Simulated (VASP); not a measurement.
# HgTe in VASP: notebook

The runs below take HgTe through single point, with PBEsol.

Program: VASP 6.6.1. These are calculated values, not measurements. Logs are shortened: lines on timing, memory, paths and dates and some standing lists are left out, and cuts for length are marked.

**1. The cell of the first run**

The structure is cubic, space group F-43m (No. 216). Conventional cell: a = 6.837 Å, b = 6.837 Å, c = 6.837 Å, α = 90.00°, β = 90.00°, γ = 90.00°. Within 3.9 Å of Hg (site symmetry -43m) lie 4 Te at 2.96 Å. Te (site symmetry -43m) has 4 Hg at 2.96 Å within 3.9 Å.

**2. Single point, PBEsol (strain +0.050 along x and y, +0.050 along z)**

INCAR

```
SYSTEM = HgTe
ALGO = Normal
EDIFF = 1E-6
ENCUT = 520
GGA = PS
ISIF = 2
ISMEAR = 0
LASPH = .True.
LCHARG = .False.
LREAL = .False.
LWAVE = .False.
NBANDS = 16
NELM = 60
PREC = Accurate
SIGMA = 0.15
```

KPOINTS

```
k-points
0
Gamma
  16 16 16
  0 0 0
```

POSCAR

```
HgTe
1.0
    0.0000000000      3.4186805378      3.4186805378
    3.4186805378      0.0000000000      3.4186805378
    3.4186805378      3.4186805378      0.0000000000
Hg Te
1 1
Direct
    0.0000000000      0.0000000000      0.0000000000
    0.7500000000      0.7500000000      0.7500000000
```

Potentials or basis: VASP PAW PBE potentials, release 64 (Hg, Te).

On the command line:

```bash
cat potpaw_PBE.64/Hg/POTCAR potpaw_PBE.64/Te/POTCAR > POTCAR
mpirun -np 1 vasp_std > vasp.out
```

OUTCAR:

```text
SYSTEM = HgTe
   EDIFF = 1E-6
   ENCUT = 520
   GGA = PS
   ISIF = 2
   ISMEAR = 0
   LASPH = .True.
   LREAL = .False.
   NELM = 60
   PREC = Accurate

 ion  position               nearest neighbor table
   1  0.000  0.000  0.000-   2 2.96   2 2.96   2 2.96   2 2.96
   2  0.750  0.750  0.750-   1 2.96   1 2.96   1 2.96   1 2.96

  LATTYP: Found a face centered cubic cell.
 ALAT       =     6.8373610756

  Lattice vectors:

 A1 = (   0.0000000000,   3.4186805378,   3.4186805378)
 A2 = (   3.4186805378,   0.0000000000,   3.4186805378)
 A3 = (   3.4186805378,   3.4186805378,   0.0000000000)

Analysis of symmetry for initial positions (statically):
=====================================================================
 Subroutine PRICEL returns:
 Original cell was already a primitive cell.

 Routine SETGRP: Setting up the symmetry group for a
 face centered cubic supercell.

 Subroutine GETGRP returns: Found 24 space group operations
 (whereof 24 operations were pure point group operations)
 out of a pool of 48 trial point group operations.

The static configuration has the point symmetry T_d .

Analysis of symmetry for dynamics (positions and initial velocities):
=====================================================================
 Subroutine PRICEL returns:
 Original cell was already a primitive cell.

 Routine SETGRP: Setting up the symmetry group for a
 face centered cubic supercell.

 Subroutine GETGRP returns: Found 24 space group operations
 (whereof 24 operations were pure point group operations)
 out of a pool of 48 trial point group operations.

The dynamic configuration has the point symmetry T_d .

 Subroutine INISYM returns: Found 24 space group operations
 (whereof 24 operations are pure point group operations),
 and found     1 'primitive' translations

----------------------------------------------------------------------------------------

                                     Primitive cell

  volume of cell :      79.9108

  direct lattice vectors                    reciprocal lattice vectors
     0.000000000  3.418680538  3.418680538    -0.146255257  0.146255257  0.146255257
     3.418680538  0.000000000  3.418680538     0.146255257 -0.146255257  0.146255257
     3.418680538  3.418680538  0.000000000     0.146255257  0.146255257 -0.146255257

  length of vectors
     4.834744382  4.834744382  4.834744382     0.253321536  0.253321536  0.253321536

  position of ions in fractional coordinates (direct lattice)
     0.000000000  0.000000000  0.000000000
     0.750000000  0.750000000  0.750000000

  ion indices of the primitive-cell ions
   primitive index   ion index
                 1           1
                 2           2

----------------------------------------------------------------------------------------

 KPOINTS: k-points

Automatic generation of k-mesh.
 Grid dimensions read from file:
 generate k-points for:   16   16   16

 Generating k-lattice:

  Cartesian coordinates                     Fractional coordinates (reciprocal lattice)
    -0.009140954  0.009140954  0.009140954     0.062500000  0.000000000  0.000000000
     0.009140954 -0.009140954  0.009140954     0.000000000  0.062500000  0.000000000
     0.009140954  0.009140954 -0.009140954     0.000000000  0.000000000  0.062500000

  Length of vectors
     0.015832596  0.015832596  0.015832596

  Shift w.r.t. Gamma in fractional coordinates (k-lattice)
     0.000000000  0.000000000  0.000000000

 Subroutine IBZKPT returns following result:
 ===========================================

 Found    145 irreducible k-points:

 Following reciprocal coordinates:
            Coordinates               Weight
  0.000000  0.000000  0.000000      1.000000
  0.062500  0.000000  0.000000      8.000000
  0.125000  0.000000  0.000000      8.000000
  0.187500  0.000000  0.000000      8.000000
  0.250000  0.000000  0.000000      8.000000
  0.312500  0.000000  0.000000      8.000000
[... 16 lines left out ...]
 -0.125000  0.062500  0.000000     24.000000
 -0.062500  0.062500  0.000000     12.000000
 [... further k-points ...]
   k-points           NKPTS =    145   k-points in BZ     NKDIM =    145   number of bands    NBANDS=     16
   number of dos      NEDOS =    301   number of ions     NIONS =      2
   total plane-waves  NPLWV =  46656
   dimension x,y,z NGX =    36 NGY =   36 NGZ =   36
   dimension x,y,z NGXF=    72 NGYF=   72 NGZF=   72
   ions per type =               1   1
   NGX,Y,Z   is equivalent  to a cutoff of  12.38, 12.38, 12.38 a.u.
   NGXF,Y,Z  is equivalent  to a cutoff of  24.76, 24.76, 24.76 a.u.
 SYSTEM =  HgTe
   PREC   = accura    normal or accurate (medium, high low for compatibility)
   ISTART =      0    job   : 0-new  1-cont  2-samecut
   ICHARG =      2    charge: 1-file 2-atom 10-const
   ISPIN  =      1    spin polarized calculation?
   LNONCOLLINEAR =      F non collinear calculations
   LSORBIT =      F    spin-orbit coupling
   LASPH  =      T    aspherical Exc in radial PAW
   ENCUT  =  520.0 eV  38.22 Ry    6.18 a.u.   8.99  8.99  8.99*2*pi/ulx,y,z
   NELM   =     60;   NELMIN=  2; NELMDL= -5     # of ELM steps
   EDIFF  = 0.1E-05   stopping-criterion for ELM
   LREAL  =      F    real-space projection
   EDIFFG = 0.1E-04   stopping-criterion for IOM
   NSW    =      0    number of steps for IOM
   IBRION =     -1    ionic relax: 0-MD 1-quasi-New 2-CG
   NFREE  =      0    steps in history (QN), initial steepest desc. (CG)
   ISIF   =      2    stress and relaxation
   ISYM   =      2    0-nonsym 1-usesym 2-fastsym
   POTIM  = 0.5000    time-step for ionic-motion
   TEBEG  =    0.0;   TEEND  =   0.0 temperature during run
   PSTRESS=    0.0 pullay stress
   NELECT =      18.0000    total number of electrons
   NUPDOWN=      -1.0000    fix difference up-down
   EMIN   =  10.00;   EMAX   =-10.00  energy-range for DOS
   EFERMI =   0.00;   METHOD = LEGACY
   ISMEAR =     0;   SIGMA  =   0.15  broadening in eV -4-tet -1-fermi 0-gaus
   EFERMI_NEDOS =   21; number of points for ismear=-14 and -15
   IALGO  =     38    algorithm
   IMIX   =      4    mixing-type and parameters
     AMIX     =   0.40;   BMIX     =  1.00
     AMIX_MAG =   1.60;   BMIX_MAG =  1.00
  volume/ion in A,a.u.               =      39.96       269.63
  Fermi-wavevector in a.u.,A,eV,Ry     =   0.996087  1.882331 13.499547  0.992189
  Thomas-Fermi vector in A             =   2.128151
   LORBIT       =      0    0 simple, 1 ext, 2 COOP (PROOUT), +10 PAW based schemes
   GGA     = PS    functional components
   LHFCALC =     F    Hartree Fock is set to
   AEXX    =    0.0000 exact exchange contribution
   IVDW    =     0    specifies the selected vdW correction
   LEPSILON=     F    determine dielectric tensor
   LRPA    =     F    only Hartree local field effects (RPA)
 non-spin polarized calculation
 Gauss-broadening in eV      SIGMA  =   0.15
  energy-cutoff  :      520.00
  volume of cell :       79.91
 maximum number of plane-waves:      2180
   NGX = 17   NGY = 17   NGZ = 17

 number of electron      18.0000003 magnetization

 Free energy of the ion-electron system (eV)
  ---------------------------------------------------
  ext. energy  EPLUGINS =         0.00000000
  ---------------------------------------------------
  free energy    TOTEN  =        -4.21614145 eV

  energy without entropy =       -4.21555839  energy(sigma->0) =       -4.21584992

 E-fermi :   1.4592     XC(G=0):  -8.1832

 val. band max:        1.3440307874   @ k =   0.0000   0.0000   0.0000
 cond. band min:       1.5139876317   @ k =   0.0625   0.0000   0.0000
 fundamental gap:      0.1699568443
 Fermi energy:         1.4592075275

 k-point     1 :       0.0000    0.0000    0.0000
  band No.  band energies     occupation
      1      -9.6295      2.00000
      2      -5.1573      2.00000
      3      -5.1573      2.00000
      4      -5.1573      2.00000
      5      -4.8031      2.00000
      6      -4.8031      2.00000
[... 8 lines left out ...]
     15      10.6270      0.00000
     16      10.6270      0.00000

 k-point     2 :       0.0625    0.0000    0.0000
  band No.  band energies     occupation
      1      -9.6158      2.00000
      2      -5.1535      2.00000
      3      -5.1535      2.00000
      4      -5.1505      2.00000
      5      -4.8034      2.00000
      6      -4.8034      2.00000
[... 8 lines left out ...]
     15      10.3340      0.00000
     16      10.3340      0.00000

 k-point     3 :       0.1250    0.0000    0.0000
  band No.  band energies     occupation
      1      -9.5762      2.00000
      2      -5.1429      2.00000
      3      -5.1429      2.00000
      4      -5.1282      2.00000
      5      -4.8041      2.00000
      6      -4.8041      2.00000
[... 8 lines left out ...]
     15       9.9841      0.00000
     16       9.9841      0.00000

 k-point     4 :       0.1875    0.0000    0.0000
  band No.  band energies     occupation
      1      -9.5158      2.00000
      2      -5.1276      2.00000
      3      -5.1276      2.00000
      4      -5.0858      2.00000
      5      -4.8043      2.00000
      6      -4.8043      2.00000
[... 8 lines left out ...]
     15       9.7752      0.00000
     16       9.7752      0.00000
[... 324 lines left out ...]
 k-point    22 :      -0.1875    0.0625    0.0000
  band No.  band energies     occupation
      1      -9.4821      2.00000
      2      -5.1228      2.00000
      3      -5.1129      2.00000
      4      -5.0616      2.00000
      5      -4.8096      2.00000
      6      -4.7985      2.00000
[... 8 lines left out ...]
     15       9.4432      0.00000
     16       9.9682      0.00000

 k-point    23 :      -0.1250    0.0625    0.0000
  band No.  band energies     occupation
      1      -9.5468      2.00000
      2      -5.1384      2.00000
      3      -5.1296      2.00000
      4      -5.1122      2.00000
      5      -4.8084      2.00000
      6      -4.8005      2.00000
[... 8 lines left out ...]
     15       9.5987      0.00000
     16       9.9365      0.00000

 k-point    24 :      -0.0625    0.0625    0.0000
  band No.  band energies     occupation
      1      -9.5934      2.00000
      2      -5.1494      2.00000
      3      -5.1438      2.00000
      4      -5.1403      2.00000
      5      -4.8059      2.00000
      6      -4.8018      2.00000
[... 8 lines left out ...]
     15       9.9131      0.00000
     16      10.1881      0.00000

 [... further k-points ...]

------------------------ aborting loop because EDIFF is reached ----------------------------------------

  FORCE on cell =-STRESS in cart. coord.  units (eV):
  Direction    XX          YY          ZZ          XY          YZ          ZX
  --------------------------------------------------------------------------------------
  -------------------------------------------------------------------------------------
  Total       -2.0840733     -2.0840733     -2.0840733      0.0000000      0.0000000      0.0000000
  in kB      -41.7847700    -41.7847700    -41.7847700      0.0000000      0.0000000      0.0000000
  external PRESSURE =     -41.7847700 kB  Pullay stress =       0.0000000 kB

 VOLUME and BASIS-vectors are now :
 -----------------------------------------------------------------------------
  energy-cutoff  :      520.00
  volume of cell :       79.91
      direct lattice vectors                 reciprocal lattice vectors
     0.000000000  3.418680538  3.418680538    -0.146255257  0.146255257  0.146255257
     3.418680538  0.000000000  3.418680538     0.146255257 -0.146255257  0.146255257
     3.418680538  3.418680538  0.000000000     0.146255257  0.146255257 -0.146255257

 POSITION                                       TOTAL-FORCE (eV/Angst)
 -----------------------------------------------------------------------------------
      0.00000      0.00000      0.00000        -0.000000      0.000000      0.000000
      5.12802      5.12802      5.12802         0.000000     -0.000000     -0.000000
 -----------------------------------------------------------------------------------
    total drift:                                0.000000      0.000000      0.000000

  FREE ENERGIE OF THE ION-ELECTRON SYSTEM (eV)
  ---------------------------------------------------
  free  energy   TOTEN  =        -4.2161414463 eV

  energy  without entropy=       -4.2155583917  energy(sigma->0) =       -4.21584992
```

Run time: 3.5 min. Hardware: 1 thread of Intel Xeon 8259CL, shared host; peak memory 0.35 GiB.

What came out:

```
Free energy            : -4.2161 eV
Pressure               : -4.2 GPa
Band gap on the k mesh : zero (filled and empty bands touch)
```

Caveat: the cell differs from its parent crystal (strain +0.050 along x and y, +0.050 along z); the cell stands under tension; semilocal functionals underestimate gaps, so a narrow gap can read as zero; the PAW data sets were made with another functional, which shifts forces and pressure a little; spin-orbit coupling is left out, which moves the levels of the heavy elements.

**3. Single point, PBEsol (strain -0.050 along x and y, -0.050 along z)**

INCAR

```
SYSTEM = HgTe
  ALGO = Normal
  EDIFF = 1E-6
  ENCUT = 520
  GGA = PS
  ISIF = 2
  ISMEAR = 0
  LASPH = .TRUE.
  LCHARG = .FALSE.
  LREAL = .FALSE.
  LWAVE = .FALSE.
  NBANDS = 16
  NELM = 60
  PREC = Accurate
  SIGMA = 0.15
```

KPOINTS

```
k-points
0
G
  16 16 16
  0 0 0
```

POSCAR

```
HgTe
1.0
    0.0000000000      3.0930919152      3.0930919152
    3.0930919152      0.0000000000      3.0930919152
    3.0930919152      3.0930919152      0.0000000000
Hg Te
1 1
Direct
    0.0000000000      0.0000000000      0.0000000000
    0.7500000000      0.7500000000      0.7500000000
```

Potentials or basis: VASP PAW PBE potentials, release 64 (Hg, Te).

On the command line:

```bash
cat potpaw_PBE.64/Hg/POTCAR potpaw_PBE.64/Te/POTCAR > POTCAR
mpirun -np 1 vasp_std > vasp.out
```

Wall time 3.3 min (1 thread of Intel Xeon 8259CL, shared host); peak memory 0.31 GiB.

The run converged. Its results:

| Property | Result |
| --- | --- |
| Free energy | -4.1163 eV |
| Pressure | 9.8 GPa |
| Band gap on the k mesh | zero (filled and empty bands touch) |

Levels at points of the mesh, in eV from the Fermi level:
| k point | band 6 | band 7 | band 8 | band 9 | band 10 | band 11 | band 12 | band 13 |
| --- | --- | --- | --- | --- | --- | --- | --- | --- |
| (0.00, 0.00, 0.00) | -7.66 | -0.61 | -0.14 | -0.14 | -0.14 | 3.76 | 3.76 | 3.76 |
| (0.50, 0.00, 0.00) | -7.27 | -6.63 | -1.43 | -1.43 | 0.49 | 4.68 | 4.68 | 6.39 |
| (0.50, 0.50, 0.00) | -7.05 | -6.38 | -3.06 | -3.06 | 1.57 | 1.87 | 8.50 | 9.22 |

Caveat: the cell differs from its parent crystal (strain -0.050 along x and y, -0.050 along z); the cell stands under pressure; semilocal functionals underestimate gaps, so a narrow gap can read as zero; the PAW data sets were made with another functional, which shifts forces and pressure a little; spin-orbit coupling is left out, which moves the levels of the heavy elements.

**4. Single point, PBEsol (strain -0.050 along x and y, -0.025 along z)**

INCAR is that of step 3.

KPOINTS is that of step 3.

POSCAR

```
HgTe
1.0
    0.0000000000      3.0930919152      3.1744890708
    3.0930919152      0.0000000000      3.1744890708
    3.0930919152      3.0930919152      0.0000000000
Hg Te
1 1
Direct
    0.0000000000      0.0000000000      0.0000000000
    0.7500000000      0.7500000000      0.7500000000
```

On the command line:

```bash
cat potpaw_PBE.64/Hg/POTCAR potpaw_PBE.64/Te/POTCAR > POTCAR
mpirun -np 1 vasp_std > vasp.out
```

Run time: 8.1 min. Hardware: 1 thread of Intel Xeon 8259CL, shared host; peak memory 0.48 GiB.

Results (log left out):

```yaml
Free_energy: -4.2002 eV
Pressure: 7.6 GPa
Band_gap_on_the_k_mesh: zero (filled and empty bands touch)
```

Stress tensor (GPa, compression positive):
```
7.68 0.00 0.00
0.00 7.68 0.00
0.00 0.00 7.40
```

Levels at points of the mesh, in eV from the Fermi level:
```
           k point  band 7  band 8  band 9  band 10  band 11  band 12
(0.00, 0.00, 0.00)   -0.69   -0.22   -0.11    -0.11     3.82     3.82
(0.50, 0.00, 0.00)   -6.44   -1.45   -1.31     0.48     4.63     4.79
(0.50, 0.50, 0.00)   -6.32   -2.86   -2.86     1.73     2.03     8.25
(0.50, 0.00, 0.50)   -6.18   -3.01   -2.94     1.53     1.89     8.43
```

Caveat: the cell differs from its parent crystal (strain -0.050 along x and y, -0.025 along z); the cell stands under pressure; semilocal functionals underestimate gaps, so a narrow gap can read as zero; the PAW data sets were made with another functional, which shifts forces and pressure a little; spin-orbit coupling is left out, which moves the levels of the heavy elements.

**5. The runs side by side**

| cell | gap on the mesh (eV) | pressure (GPa) |
| --- | --- | --- |
| a = 4.835 Å, angles 60.0°, 2 atoms | none | -4.2 |
| a = 4.374 Å, angles 60.0°, 2 atoms | none | 9.8 |
| a = 4.432, b = 4.432, c = 4.374 Å, angles 60.4, 60.4, 59.1°, 2 atoms | none | 7.6 |

Alike in all rows: task single point; level PBEsol; potentials or basis VASP PAW PBE potentials, release 64 (Hg, Te); no spin polarisation; k mesh 16 × 16 × 16; cutoff (eV) 520; smearing gaussian 0.15 eV.

Caveats: semilocal functionals underestimate gaps, so a narrow gap can read as zero; the PAW data sets were made with another functional, which shifts forces and pressure a little; spin-orbit coupling is left out, which moves the levels of the heavy elements; the cell stands under pressure (at least some runs); the cell stands under tension (at least some runs).

Total energies depend on the potentials used, so only differences within one code and one set of settings carry meaning.
